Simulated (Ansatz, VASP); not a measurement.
## One calculation of CsAg2, two programs

Contents of INCAR:

```
SYSTEM = CsAg2
PREC = Accurate
ENCUT = 520
EDIFF = 1E-7
ISMEAR = 0
SIGMA = 0.1
LREAL = .False.
LASPH = .True.
NELM = 100
ALGO = Fast
ISIF = 2
LWAVE = .False.
LCHARG = .False.
GGA = PE
NBANDS = 22
```

KPOINTS

```
regular mesh
0
Gamma
  12 12 8
  0 0 0
```

Contents of POSCAR:

```
CsAg2
1.0
    4.8502326448     -0.0000000032      0.0000000000
   -2.4251163196      4.2004246862      0.0000000000
    0.0000000000      0.0000000000      5.4618490275
Cs Ag
1 2
Direct
    0.0000000000      0.0000000000      0.5000000000
    0.3333333333      0.6666666667      1.0000092110
    0.6666666667      0.3333333333     -0.0000092110
```

Input for Ansatz:

```yaml
crystal:
  lattice:
    - [4.8502326448, -3.2e-09, 0.0]
    - [-2.4251163196, 4.2004246862, 0.0]
    - [0.0, 0.0, 5.4618490275]
  atoms:
    - { symbol: Cs, position: [0.0, 0.0, 0.5] }
    - { symbol: Ag, position: [0.3333333333, 0.6666666667, 1.000009211] }
    - { symbol: Ag, position: [0.6666666667, 0.3333333333, -9.211e-06] }
basis:
  ecutwfc: 420
kpoints:
  mp_grid: { grid: [12, 12, 8] }
  band_path:
    path:
      - [[0.0, 0.0, 0.0], [0.5, 0.0, 0.0], [0.33333333, 0.33333333, 0.0], [0.0, 0.0, 0.0], [0.0, 0.0, 0.5], [0.5, 0.0, 0.5], [0.33333333, 0.33333333, 0.5], [0.0, 0.0, 0.5]]
      - [[0.5, 0.0, 0.5], [0.5, 0.0, 0.0]]
      - [[0.33333333, 0.33333333, 0.5], [0.33333333, 0.33333333, 0.0]]
    npoints: 14
hamiltonian:
  xc: pbe
scf:
  occupations: { method: gaussian, width: 0.1 }
  n_extra_bands: 7
output:
  forces: true
  stress: true
  eigenvalues: true
  populations: true
  dos: { projected: true, de: 0.02, nscf_kmesh: { grid: [15, 15, 10] } }
  bader: true
  write_density: true
  write_potential: true
  elf: true
  volumetric_format: npy
```

Alike in both runs: task single point; functional PBE; k mesh 12 × 12 × 8; occupations gaussian, width 0.1 eV; no spin polarisation.

|  | VASP | Ansatz |
| --- | --- | --- |
| version | VASP 6.6.1 | Ansatz 0.2.0 |
| potentials or method | VASP PAW PBE potentials, release 64 (Cs_sv, Ag), cutoff 520 eV | scalar-relativistic, plane waves, PAW |
| valence electrons in the cell | 31 | 47 |

```csv
,VASP,Ansatz,Ansatz less VASP
gap on the k mesh at the Fermi level (eV),none,none,-
pressure (GPa),0.0,0.0,+0.01
```

A gap of «none» marks a metal or a gap that the smearing closes. VASP's potentials hold 31 valence electrons a cell and Ansatz's 47, so a difference there can come from the potentials and not from the codes. Ansatz's warnings: structure snapped to symmetry.

Spin-orbit coupling is off throughout.
